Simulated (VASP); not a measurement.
# Be3B2Cl3 (P4/mmm) in VASP: a series of runs, part 2 of 2

VASP 6.6.1. The steps go on from the part before.

## 4. Single point, PBE

This run uses another cell than the first one, of 15.93 Å³/atom, 1.055 times its volume.

File INCAR:

```
SYSTEM = Be3B2Cl3
PREC     = Accurate       ! precision mode
ENCUT    = 520            ! plane-wave cutoff, eV
EDIFF    = 1E-7           ! SCF threshold, eV
ISMEAR   = 0              ! smearing method
SIGMA    = 0.1            ! smearing width, eV
LREAL    = .False.        ! projectors in reciprocal space
LASPH    = .True.         ! aspherical terms in the spheres
NELM     = 60             ! most SCF steps
ALGO     = Normal         ! electronic algorithm
ISIF     = 2              ! what is computed and relaxed
LWAVE    = .False.        ! write WAVECAR
LCHARG   = .False.        ! write CHGCAR
GGA      = PE             ! functional
NBANDS   = 26             ! bands
```

File KPOINTS:

```
regular mesh
0
Gamma
  10 10 4
  0 0 0
```

File POSCAR:

```
Be3B2Cl3
1.0
    3.7563083537      0.0000000000      0.0000000000
    0.0000000000      3.7563083537      0.0000000000
    0.0000000000      0.0000000000      9.0319643857
Be B Cl
3 2 3
Direct
    0.5000000000      0.5000000000      0.0000000000
    0.0000000000      0.0000000000      0.5000000000
    0.5000000000      0.5000000000      0.5000000000
    0.5000000000      0.0000000000      0.5000000000
    0.0000000000      0.5000000000      0.5000000000
    0.5000000000      0.5000000000      0.2201620296
    0.5000000000      0.5000000000      0.7798379704
    0.0000000000      0.0000000000      0.0000000000
```

Potentials or basis: VASP PAW PBE potentials, release 64 (Be, B, Cl).

Launch:

```bash
> cat potpaw_PBE.64/Be/POTCAR potpaw_PBE.64/B/POTCAR potpaw_PBE.64/Cl/POTCAR > POTCAR
> mpirun -np 1 vasp_std > vasp.out
```

OUTCAR:

```text
SYSTEM = Be3B2Cl3
   PREC = Accurate
   ENCUT = 520
   EDIFF = 1E-7
   ISMEAR = 0
   LREAL = .False.
   LASPH = .True.
   NELM = 60
   ISIF = 2
   GGA = PE

 ion  position               nearest neighbor table
   1  0.500  0.500  0.000-   6 1.99   7 1.99
   2  0.000  0.000  0.500-   4 1.88   5 1.88   5 1.88   4 1.88
   3  0.500  0.500  0.500-   4 1.88   5 1.88   4 1.88   5 1.88
   4  0.500  0.000  0.500-   2 1.88   3 1.88   3 1.88   2 1.88
   5  0.000  0.500  0.500-   2 1.88   3 1.88   2 1.88   3 1.88
   6  0.500  0.500  0.220-   1 1.99
   7  0.500  0.500  0.780-   1 1.99
   8  0.000  0.000  0.000-

  LATTYP: Found a simple tetragonal cell.
 ALAT       =     3.7563083537
 C/A-ratio  =     2.4044789552

  Lattice vectors:

 A1 = (   3.7563083537,   0.0000000000,   0.0000000000)
 A2 = (   0.0000000000,   3.7563083537,   0.0000000000)
 A3 = (   0.0000000000,   0.0000000000,   9.0319643857)

Analysis of symmetry for initial positions (statically):
=====================================================================
 Subroutine PRICEL returns:
[... 191 lines left out ...]
 k-point     1 :       0.0000    0.0000    0.0000
  band No.  band energies     occupation
      1     -12.9244      2.00000
      2     -12.5940      2.00000
      3     -11.3703      2.00000
      4      -8.0625      2.00000
      5      -3.1490      2.00000
      6      -2.5429      2.00000
[... 685 lines left out ...]
     25       9.3081      0.00000
     26      10.4904      0.00000

 [... further k-points ...]

------------------------ aborting loop because EDIFF is reached ----------------------------------------

  FORCE on cell =-STRESS in cart. coord.  units (eV):
  Direction    XX          YY          ZZ          XY          YZ          ZX
  --------------------------------------------------------------------------------------
  -------------------------------------------------------------------------------------
  Total       -0.0125676     -0.0125676     -0.0790367      0.0000000      0.0000000      0.0000000
  in kB       -0.1580003     -0.1580003     -0.9936527      0.0000000      0.0000000      0.0000000
  external PRESSURE =      -0.4365511 kB  Pullay stress =       0.0000000 kB

 VOLUME and BASIS-vectors are now :
 -----------------------------------------------------------------------------
  energy-cutoff  :      520.00
  volume of cell :      127.44
      direct lattice vectors                 reciprocal lattice vectors
     3.756308354  0.000000000  0.000000000     0.266218826  0.000000000  0.000000000
     0.000000000  3.756308354  0.000000000     0.000000000  0.266218826  0.000000000
     0.000000000  0.000000000  9.031964386     0.000000000  0.000000000  0.110717886

 POSITION                                       TOTAL-FORCE (eV/Angst)
 -----------------------------------------------------------------------------------
      1.87815      1.87815      0.00000         0.000000      0.000000      0.000000
      0.00000      0.00000      4.51598         0.000000      0.000000      0.000000
      1.87815      1.87815      4.51598         0.000000      0.000000      0.000000
      1.87815      0.00000      4.51598         0.000000      0.000000      0.000000
      0.00000      1.87815      4.51598         0.000000      0.000000      0.000000
      1.87815      1.87815      1.98850        -0.000000     -0.000000     -0.007852
      1.87815      1.87815      7.04347         0.000000     -0.000000      0.007852
      0.00000      0.00000      0.00000         0.000000      0.000000      0.000000
 -----------------------------------------------------------------------------------
    total drift:                                0.000000      0.000000     -0.000000

  FREE ENERGIE OF THE ION-ELECTRON SYSTEM (eV)
  ---------------------------------------------------
  free  energy   TOTEN  =       -28.1441636134 eV

  energy  without entropy=      -28.1368523672  energy(sigma->0) =      -28.14050799
```

Wall time 76 s (1 thread of Intel Xeon 6975P-C (Granite Rapids), shared host); peak memory 0.32 GiB.

Results:

```
Free energy   : -28.1442 eV
Pressure      : 0.0 GPa
Largest force : 0.008 eV/Å
```

Forces in eV/Å, atoms in the order of the input:
```
Be   0.000  0.000  0.000
Be   0.000  0.000  0.000
Be   0.000  0.000  0.000
B    0.000  0.000  0.000
B    0.000  0.000  0.000
Cl   0.000  0.000 -0.008
Cl   0.000  0.000  0.008
Cl   0.000  0.000  0.000
```

Stress tensor (GPa, compression positive):
```
-0.02  0.00  0.00
 0.00 -0.02  0.00
 0.00  0.00 -0.10
```

Caveat: an odd number of electrons without spin polarisation forces a metal; a magnetic or distorted state may lie lower.

## 5. Relaxation of cell and atoms, PBE

File INCAR:

```
SYSTEM = Be3B2Cl3
PREC = Accurate
ENCUT = 600
EDIFF = 1E-6
ISMEAR = 0
SIGMA = 0.1
LREAL = .False.
LASPH = .True.
NELM = 100
ALGO = Normal
ISIF = 3
LWAVE = .False.
LCHARG = .False.
GGA = PE
IBRION = 2
NSW = 90
EDIFFG = -0.04
```

File KPOINTS:

```
Automatic mesh
0
Gamma
  4 4 4
  0 0 0
```

File POSCAR:

```
Be3B2Cl3
1.0
    4.2625844700      0.0000000000      0.0000000000
    0.0000000000      4.2625844700      0.0000000000
    0.0000000000      0.0000000000      6.6508751800
Be B Cl
3 2 3
Direct
    0.5000000000      0.5000000000      0.0000000000
    0.0000000000      0.0000000000      0.5000000000
    0.5000000000      0.5000000000      0.5000000000
    0.5000000000      0.0000000000      0.5000000000
    0.0000000000      0.5000000000      0.5000000000
    0.5000000000      0.5000000000      0.2674835400
    0.5000000000      0.5000000000      0.7325164600
    0.0000000000      0.0000000000      0.0000000000
```

Potentials or basis: VASP PAW PBE potentials, release 64 (Be, B, Cl).

Launch:

```bash
> cat potpaw_PBE.64/Be/POTCAR potpaw_PBE.64/B/POTCAR potpaw_PBE.64/Cl/POTCAR > POTCAR
> mpirun -np 1 vasp_std > vasp.out
```

OUTCAR:

```text
SYSTEM = Be3B2Cl3
   PREC = Accurate
   ENCUT = 600
   EDIFF = 1E-6
   ISMEAR = 0
   LREAL = .False.
   LASPH = .True.
   NELM = 100
   ISIF = 3
   GGA = PE
   IBRION = 2
   NSW = 90
   EDIFFG = -0.04

 ion  position               nearest neighbor table
   1  0.500  0.500  0.000-   6 1.78   7 1.78
   2  0.000  0.000  0.500-   4 2.13   5 2.13   5 2.13   4 2.13
   3  0.500  0.500  0.500-   6 1.55   7 1.55   4 2.13   5 2.13   4 2.13   5 2.13
   4  0.500  0.000  0.500-   2 2.13   3 2.13   3 2.13   2 2.13
   5  0.000  0.500  0.500-   2 2.13   3 2.13   2 2.13   3 2.13
   6  0.500  0.500  0.267-   3 1.55   1 1.78
   7  0.500  0.500  0.733-   3 1.55   1 1.78
   8  0.000  0.000  0.000-

  LATTYP: Found a simple tetragonal cell.
 ALAT       =     4.2625844700
 C/A-ratio  =     1.5602917026

  Lattice vectors:

 A1 = (   4.2625844700,   0.0000000000,   0.0000000000)
 A2 = (   0.0000000000,   4.2625844700,   0.0000000000)
 A3 = (   0.0000000000,   0.0000000000,   6.6508751800)

Analysis of symmetry for initial positions (statically):
=====================================================================
 Subroutine PRICEL returns:
 Original cell was already a primitive cell.

 Routine SETGRP: Setting up the symmetry group for a
 simple tetragonal supercell.

[... 176 lines left out ...]

  FORCE on cell =-STRESS in cart. coord.  units (eV):
  Direction    XX          YY          ZZ          XY          YZ          ZX
  --------------------------------------------------------------------------------------
  -------------------------------------------------------------------------------------
  Total       -1.5764838     -1.5764838     48.3076423      0.0000000     -0.0000000      0.0000000
  in kB      -20.9013967    -20.9013967    640.4741863      0.0000000     -0.0000000      0.0000000
  external PRESSURE =     199.5571310 kB  Pullay stress =       0.0000000 kB
[... 107 lines left out ...]
  FREE ENERGIE OF THE ION-ELECTRON SYSTEM (eV)
  ---------------------------------------------------
  free  energy   TOTEN  =       -25.2750115347 eV

  energy  without entropy=      -25.2430679020  energy(sigma->0) =      -25.25903972

[... ionic steps 4 to 9 ...]

--------------------------------------- Ionic step       10  -------------------------------------------

 number of electron      32.9999989 magnetization

------------------------ aborting loop because EDIFF is reached ----------------------------------------
[... 79 lines left out ...]
--------------------------------------- Ionic step       12  -------------------------------------------

 number of electron      32.9999993 magnetization

 Free energy of the ion-electron system (eV)
  ---------------------------------------------------
  ext. energy  EPLUGINS =         0.00000000
  ---------------------------------------------------
  free energy    TOTEN  =       -28.14474562 eV

  energy without entropy =      -28.13365303  energy(sigma->0) =      -28.13919933

 E-fermi :   2.0035     XC(G=0):  -8.9468

 val. band max:        1.9915428222   @ k =   0.2500   0.2500   0.0000
 cond. band min:       2.1869453579   @ k =   0.5000   0.0000   0.5000
 fundamental gap:      0.1954025356
 Fermi energy:         2.0034773006

 k-point     1 :       0.0000    0.0000    0.0000
  band No.  band energies     occupation
      1     -12.9522      2.00000
      2     -12.6469      2.00000
      3     -11.3538      2.00000
      4      -8.1016      2.00000
      5      -3.1951      2.00000
      6      -2.6060      2.00000
[... 456 lines left out ...]
  FREE ENERGIE OF THE ION-ELECTRON SYSTEM (eV)
  ---------------------------------------------------
  free  energy   TOTEN  =       -28.1447456219 eV

  energy  without entropy=      -28.1336530338  energy(sigma->0) =      -28.13919933

 reached required accuracy - stopping structural energy minimisation
```

OSZICAR:

```text
N       E                     dE             d eps       ncg     rms          rms(c)
DAV:   1     0.187876126989E+03    0.18788E+03   -0.15167E+04   756   0.148E+03
DAV:   2    -0.505038372497E+01   -0.19293E+03   -0.18539E+03  1072   0.254E+02
DAV:   3    -0.215781497245E+02   -0.16528E+02   -0.16025E+02   987   0.806E+01
DAV:   4    -0.220624223692E+02   -0.48427E+00   -0.47206E+00   924   0.157E+01
[... 139 lines left out ...]
DAV:   3    -0.281449592158E+02    0.78924E-03   -0.27210E-03   860   0.300E-01    0.129E-01
DAV:   4    -0.281447822230E+02    0.17699E-03   -0.26904E-04   861   0.109E-01    0.686E-02
DAV:   5    -0.281447476850E+02    0.34538E-04   -0.12002E-04   851   0.626E-02    0.177E-02
DAV:   6    -0.281447463623E+02    0.13227E-05   -0.97822E-06   822   0.204E-02    0.807E-03
DAV:   7    -0.281447456219E+02    0.74044E-06   -0.96217E-07   433   0.682E-03
  12 F= -.28144746E+02 E0= -.28139199E+02  d E =-.316328E-02
```

Run time: 3.2 min. Hardware: 1 thread of Intel Xeon 6975P-C (Granite Rapids), shared host; peak memory 0.28 GiB.

What came out:

| Property | Result |
| --- | --- |
| Free energy | -28.1447 eV |
| Relaxed volume | 16.03 Å³/atom |
| Relaxed cell | a = 3.776 Å, b = 3.776 Å, c = 8.995 Å, α = 90.00°, β = 90.00°, γ = 90.00° |
| Space group after relaxing (to 0.05 Å) | P4/mmm (No. 123) |
| Energy gained by relaxing | 1014.4 meV/atom |
| Ionic steps | 12 |
| Pressure after relaxing | 0.0 GPa |
| Largest force after relaxing | 0.026 eV/Å |

Forces on the atoms (eV/Å):
```
Be   0.000  0.000  0.000
Be   0.000  0.000  0.000
Be   0.000  0.000  0.000
B    0.000  0.000  0.000
B    0.000  0.000  0.000
Cl   0.000  0.000 -0.026
Cl   0.000  0.000  0.026
Cl   0.000  0.000  0.000
```

Stress tensor (GPa, compression positive):
```
-0.10  0.00  0.00
 0.00 -0.10  0.00
 0.00  0.00  0.33
```

Step by step:
```csv
step,energy change (eV),largest force (eV/Å),pressure (GPa),volume (Å³)
1,0.0000,12.0168,19.96,120.84
2,-4.0773,10.0763,5.31,153.09
3,-5.2456,5.3608,4.77,136.91
4,-7.2196,1.0357,-7.43,151.37
5,-7.2435,0.6663,-6.25,148.79
6,-7.8610,0.5875,-4.00,137.47
7,-8.0744,0.4981,-1.27,129.93
8,-8.0916,0.4367,0.32,126.61
9,-8.0926,0.4484,-0.01,127.25
10,-8.1077,0.2268,0.21,127.28
11,-8.1121,0.0246,0.43,127.30
12,-8.1153,0.0259,0.05,128.25
```

Final structure:
```cif
data_structure
_symmetry_space_group_name_H-M 'P 1'
_symmetry_Int_Tables_number 1
_cell_length_a 3.7760
_cell_length_b 3.7760
_cell_length_c 8.9946
_cell_angle_alpha 90.000
_cell_angle_beta 90.000
_cell_angle_gamma 90.000
_cell_volume 128.25
loop_
_atom_site_label
_atom_site_type_symbol
_atom_site_fract_x
_atom_site_fract_y
_atom_site_fract_z
_atom_site_occupancy
Be1 Be 0.50000 0.50000 0.00000 1
Be2 Be 0.00000 0.00000 0.50000 1
Be3 Be 0.50000 0.50000 0.50000 1
B1 B 0.50000 0.00000 0.50000 1
B2 B 0.00000 0.50000 0.50000 1
Cl1 Cl 0.50000 0.50000 0.22019 1
Cl2 Cl 0.50000 0.50000 0.77981 1
Cl3 Cl 0.00000 0.00000 0.00000 1
```

Caveat: the k points lie up to 0.42 Å⁻¹ apart in the final cell; an odd number of electrons without spin polarisation forces a metal; a magnetic or distorted state may lie lower.

## 6. Relaxation of cell and atoms, PBE

This run uses another cell than the first one, of 16.06 Å³/atom, 1.063 times its volume.

File INCAR:

```
SYSTEM = Be3B2Cl3
  ALGO = Normal
  EDIFF = 1E-6
  EDIFFG = -0.01
  ENCUT = 600
  GGA = PE
  IBRION = 2
  ISIF = 3
  ISMEAR = 0
  LASPH = .TRUE.
  LCHARG = .FALSE.
  LREAL = .FALSE.
  LWAVE = .FALSE.
  NELM = 80
  NSW = 100
  PREC = Accurate
  SIGMA = 0.1
```

File KPOINTS:

```
k-points
0
G
  10 10 4
  0 0 0
```

File POSCAR:

```
Be3B2Cl3
1.0
    3.7718325701      0.0000000000      0.0000000000
    0.0000000000      3.7718325701      0.0000000000
    0.0000000000      0.0000000000      9.0307892252
Be B Cl
3 2 3
Direct
    0.5000000000      0.5000000000      0.0000000000
    0.0000000000      0.0000000000      0.5000000000
    0.5000000000      0.5000000000      0.5000000000
    0.5000000000      0.0000000000      0.5000000000
    0.0000000000      0.5000000000      0.5000000000
    0.5000000000      0.5000000000      0.2197410816
    0.5000000000      0.5000000000      0.7802589184
    0.0000000000      0.0000000000      0.0000000000
```

Potentials or basis: VASP PAW PBE potentials, release 64 (Be, B, Cl).

Launch:

```bash
> cat potpaw_PBE.64/Be/POTCAR potpaw_PBE.64/B/POTCAR potpaw_PBE.64/Cl/POTCAR > POTCAR
> mpirun -np 1 vasp_std > vasp.out
```

Run time: 3.4 min. Hardware: 1 thread of Intel Xeon 6975P-C (Granite Rapids), shared host; peak memory 0.37 GiB.

It converged, with:

```yaml
Free_energy: -28.1461 eV
Relaxed_volume: 15.93 Å³/atom
Relaxed_cell: a = 3.757 Å, b = 3.757 Å, c = 9.028 Å, α = 90.00°, β = 90.00°, γ = 90.00°
Space_group_after_relaxing_to_0.05_Å: P4/mmm (No. 123)
Energy_gained_by_relaxing: 0.2 meV/atom
Ionic_steps: 5
Pressure_after_relaxing: 0.0 GPa
Largest_force_after_relaxing: 0.006 eV/Å
```

Forces in eV/Å, atoms in the order of the input:
```
Be   0.000  0.000  0.000
Be   0.000  0.000  0.000
Be   0.000  0.000  0.000
B    0.000  0.000  0.000
B    0.000  0.000  0.000
Cl   0.000  0.000  0.006
Cl   0.000  0.000 -0.006
Cl   0.000  0.000  0.000
```

Step by step:
```csv
step,energy change (eV),largest force (eV/Å),pressure (GPa),volume (Å³)
1,0.0000,0.0177,-0.40,128.48
2,-0.0015,0.0244,-0.09,127.74
3,-0.0016,0.0276,0.03,127.44
4,-0.0016,0.0277,0.04,127.42
5,-0.0017,0.0057,0.01,127.45
```

Final structure:
```
Be B Cl
1.0
     3.75727    0.00000    0.00000
     0.00000    3.75727    0.00000
     0.00000    0.00000    9.02815
Be B Cl
3 2 3
Direct
  0.50000 0.50000 0.00000
  0.00000 0.00000 0.50000
  0.50000 0.50000 0.50000
  0.50000 0.00000 0.50000
  0.00000 0.50000 0.50000
  0.50000 0.50000 0.22004
  0.50000 0.50000 0.77996
  0.00000 0.00000 0.00000
```

Levels at points of the mesh, in eV from the Fermi level:
| k point | band 13 | band 14 | band 15 | band 16 | band 17 | band 18 | band 19 | band 20 |
| --- | --- | --- | --- | --- | --- | --- | --- | --- |
| (0.00, 0.00, 0.00) | -1.77 | -1.77 | -0.79 | -0.79 | -0.58 | 1.86 | 1.86 | 3.14 |
| (0.50, 0.00, 0.00) | -1.61 | -1.44 | -1.44 | -1.04 | 0.51 | 0.81 | 1.01 | 1.10 |
| (0.50, 0.50, 0.00) | -2.98 | -1.37 | -1.37 | -1.36 | 1.41 | 1.41 | 3.09 | 4.63 |
| (0.00, 0.00, 0.50) | -1.61 | -1.26 | -1.26 | -0.87 | -0.87 | 1.86 | 1.86 | 3.13 |
| (0.50, 0.00, 0.50) | -1.86 | -1.44 | -1.22 | -0.54 | 0.07 | 1.02 | 1.03 | 1.08 |
| (0.50, 0.50, 0.50) | -2.54 | -1.83 | -1.83 | -1.34 | 1.56 | 1.56 | 2.99 | 3.39 |

Caveat: an odd number of electrons without spin polarisation forces a metal; a magnetic or distorted state may lie lower.

## 7. Overview

```csv
task,cell,k mesh,cutoff (eV),gap on the mesh (eV),pressure (GPa),relaxed volume (Å³/atom),largest force (eV/Å)
single point,"a = 4.263, b = 4.263, c = 6.651 Å, 8 atoms",4 × 4 × 4,520,none,19.9,-,12.02
single point,"a = 3.772, b = 3.772, c = 9.031 Å, 8 atoms",4 × 4 × 4,520,none,0.0,-,0.02
single point,"a = 3.756, b = 3.756, c = 9.032 Å, 8 atoms",10 × 10 × 4,520,none,0.0,-,0.01
relaxation of cell and atoms,"relaxed from a = 4.263, b = 4.263, c = 6.651 Å, 8 atoms",4 × 4 × 4,600,none,0.0,16.03,0.03
relaxation of cell and atoms,"relaxed from a = 3.772, b = 3.772, c = 9.031 Å, 8 atoms",10 × 10 × 4,600,none,0.0,15.93,0.01
```

Alike in all rows: level PBE; potentials or basis VASP PAW PBE potentials, release 64 (Be, B, Cl); no spin polarisation; smearing gaussian 0.1 eV.

Caveats: some runs use coarse meshes; an odd number of electrons without spin polarisation forces a metal; a magnetic or distorted state may lie lower.

Total energies depend on the potentials used, so only differences within one code and one set of settings carry meaning.
